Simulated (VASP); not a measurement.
# Zr (P6_3/mmc) in VASP: a series of runs, part 2 of 2

VASP 6.6.1. The steps go on from the part before.

### 3 Relaxation of cell and atoms, LDA

This run uses another cell than the first one, of 23.28 Å³/atom.

Input file INCAR:

```
SYSTEM = Zr
PREC = Accurate ; ENCUT = 600
EDIFF = 1E-7 ; ISMEAR = 1
SIGMA = 0.1 ; LREAL = .FALSE.
LASPH = .TRUE. ; NELM = 100
ALGO = Fast ; ISIF = 3
LWAVE = .FALSE. ; LCHARG = .FALSE.
GGA = CA ; IBRION = 2
NSW = 80 ; EDIFFG = -0.005
```

Input file KPOINTS:

```
Automatic mesh
0
G
  16 16 10
  0 0 0
```

Input file POSCAR:

```
Zr
1.0
    3.2320000000      0.0000000000      0.0000000000
   -1.6160000000      2.7989941050      0.0000000000
    0.0000000000      0.0000000000      5.1470000000
Zr
2
Direct
    0.3333333333      0.6666666667      0.2500000000
    0.6666666667      0.3333333333      0.7500000000
```

Potentials or basis: VASP PAW LDA potentials, release 64 (Zr_sv).

Run with:

```
$ cat potpaw_LDA.64/Zr_sv/POTCAR > POTCAR
$ mpirun -np 1 vasp_std > vasp.out
```

OUTCAR:

```text
SYSTEM = Zr
   PREC = Accurate
   ENCUT = 600
   EDIFF = 1E-7
   ISMEAR = 1
   LREAL = .FALSE.
   LASPH = .TRUE.
   NELM = 100
   ISIF = 3
   GGA = CA
   IBRION = 2
   NSW = 80
   EDIFFG = -0.005

 ion  position               nearest neighbor table
   1  0.333  0.667  0.250-   2 3.18   2 3.18   2 3.18   2 3.18   2 3.18   2 3.18
   2  0.667  0.333  0.750-   1 3.18   1 3.18   1 3.18   1 3.18   1 3.18   1 3.18

  LATTYP: Found a hexagonal cell.
 ALAT       =     3.2320000000
 C/A-ratio  =     1.5925123762

  Lattice vectors:

 A1 = (   3.2320000000,   0.0000000000,   0.0000000000)
 A2 = (  -1.6160000000,   2.7989941050,   0.0000000000)
 A3 = (   0.0000000000,   0.0000000000,   5.1470000000)

Analysis of symmetry for initial positions (statically):
=====================================================================
[... 745 lines left out ...]

  energy  without entropy=      -18.5846498019  energy(sigma->0) =      -18.58413077

[... ionic steps 4 to 7 ...]

--------------------------------------- Ionic step        8  -------------------------------------------

 number of electron      24.0000000 magnetization

------------------------ aborting loop because EDIFF is reached ----------------------------------------
[... 67 lines left out ...]
--------------------------------------- Ionic step       10  -------------------------------------------

 number of electron      24.0000000 magnetization

 Free energy of the ion-electron system (eV)
  ---------------------------------------------------
  ext. energy  EPLUGINS =         0.00000000
  ---------------------------------------------------
  free energy    TOTEN  =       -18.58497442 eV

  energy without entropy =      -18.58551590  energy(sigma->0) =      -18.58515491

 E-fermi :   9.5479     XC(G=0): -11.5926

 val. band max:        9.5470577376   @ k =   0.3125   0.3125   0.4000
 cond. band min:       9.5595450206   @ k =   0.3125   0.2500   0.5000
 fundamental gap:      0.0124872830
 Fermi energy:         9.5478893751

 k-point     1 :       0.0000    0.0000    0.0000
  band No.  band energies     occupation
      1     -38.9124      2.00000
      2     -38.7155      2.00000
      3     -17.6976      2.00000
      4     -16.6165      2.00000
      5     -16.6165      2.00000
      6     -16.4731      2.00000
[... 476 lines left out ...]
  FREE ENERGIE OF THE ION-ELECTRON SYSTEM (eV)
  ---------------------------------------------------
  free  energy   TOTEN  =       -18.5849744198 eV

  energy  without entropy=      -18.5855159014  energy(sigma->0) =      -18.58515491

 reached required accuracy - stopping structural energy minimisation
```

OSZICAR:

```text
N       E                     dE             d eps       ncg     rms          rms(c)
DAV:   1     0.237622641079E+03    0.23762E+03   -0.14602E+04  5768   0.166E+03
DAV:   2    -0.385933037027E+01   -0.24148E+03   -0.23924E+03  7224   0.439E+02
[... 137 lines left out ...]
DAV:   1    -0.185850016588E+02   -0.29330E-04   -0.84730E-04  6864   0.311E-01    0.517E-02
RMM:   2    -0.185849767816E+02    0.24877E-04   -0.62357E-05  6402   0.809E-02    0.143E-02
RMM:   3    -0.185849729281E+02    0.38535E-05   -0.33165E-05  6529   0.462E-02    0.119E-02
RMM:   4    -0.185849741155E+02   -0.11874E-05   -0.63415E-06  7382   0.164E-02    0.300E-03
RMM:   5    -0.185849743352E+02   -0.21970E-06   -0.32616E-06  7283   0.125E-02    0.310E-03
RMM:   6    -0.185849744198E+02   -0.84603E-07   -0.78062E-07  5818   0.549E-03
  10 F= -.18584974E+02 E0= -.18585155E+02  d E =-.200442E-05
```

CONTCAR:

```text
Zr
   1.00000000000000
     3.1487966685834108    0.0000000000000000    0.0000000000000000
    -1.5743983342917054    2.7269379063161416    0.0000000000000000
    -0.0000000000000000   -0.0000000000000000    5.0826694744730601
  Zr
     2
Direct
     0.3333333332999970    0.6666666667000030    0.2500000000000000
     0.6666666667000030    0.3333333332999970    0.7500000000000000

  0.00000000E+00  0.00000000E+00  0.00000000E+00
  0.00000000E+00  0.00000000E+00  0.00000000E+00
```

It took 14 min on 1 thread of Intel Xeon 6975P-C (Granite Rapids), shared host; peak memory 0.28 GiB.

What came out:

- Free energy: -18.5850 eV
- Relaxed volume: 21.82 Å³/atom
- Relaxed cell: a = 3.149 Å, b = 3.149 Å, c = 5.083 Å, α = 90.00°, β = 90.00°, γ = 120.00°
- Space group after relaxing (to 0.1 Å): P6_3/mmc (No. 194)
- Energy gained by relaxing: 29.0 meV/atom
- Ionic steps: 10
- Pressure after relaxing: 0.0 GPa
- Band gap on the k mesh: zero (bands 12 and 13 overlap by 1.27 eV)

Step by step:
```tsv
step	energy change (eV)	largest force (eV/Å)	pressure (GPa)	volume (Å³)
1	0.0000	0.0000	-6.02	46.56
2	0.0055	0.0000	7.57	40.91
3	-0.0568	0.0000	-0.06	43.71
4	-0.0568	0.0000	0.07	43.66
5	-0.0577	0.0000	0.05	43.64
6	-0.0579	0.0000	0.04	43.63
7	-0.0579	0.0000	0.04	43.63
8	-0.0579	0.0000	0.04	43.62
9	-0.0579	0.0000	-0.05	43.66
10	-0.0579	0.0000	0.01	43.64
```

Final structure:
```
Zr
1.0
     3.14880    0.00000    0.00000
    -1.57440    2.72694    0.00000
     0.00000    0.00000    5.08267
Zr
2
Direct
  0.33333 0.66667 0.25000
  0.66667 0.33333 0.75000
```

Levels at points of the mesh, in eV from the Fermi level:
| k point | band 8 | band 9 | band 10 | band 11 | band 12 | band 13 | band 14 | band 15 | band 16 |
| --- | --- | --- | --- | --- | --- | --- | --- | --- | --- |
| (0.00, 0.00, 0.00) | -26.00 | -5.75 | -3.23 | 0.85 | 0.85 | 0.87 | 1.40 | 1.57 | 1.57 |
| (0.50, 0.00, 0.00) | -26.14 | -2.82 | -2.61 | -2.37 | 0.02 | 0.55 | 0.76 | 1.48 | 5.33 |
| (0.00, 0.00, 0.50) | -26.08 | -3.99 | -3.99 | -0.03 | -0.03 | 0.77 | 0.77 | 0.77 | 0.77 |
| (0.50, 0.00, 0.50) | -26.29 | -3.08 | -3.08 | -1.25 | -1.25 | 1.94 | 1.94 | 2.34 | 2.34 |

LDA usually gives volumes a few per cent too small. Zero-point motion and thermal expansion aren't in these numbers.
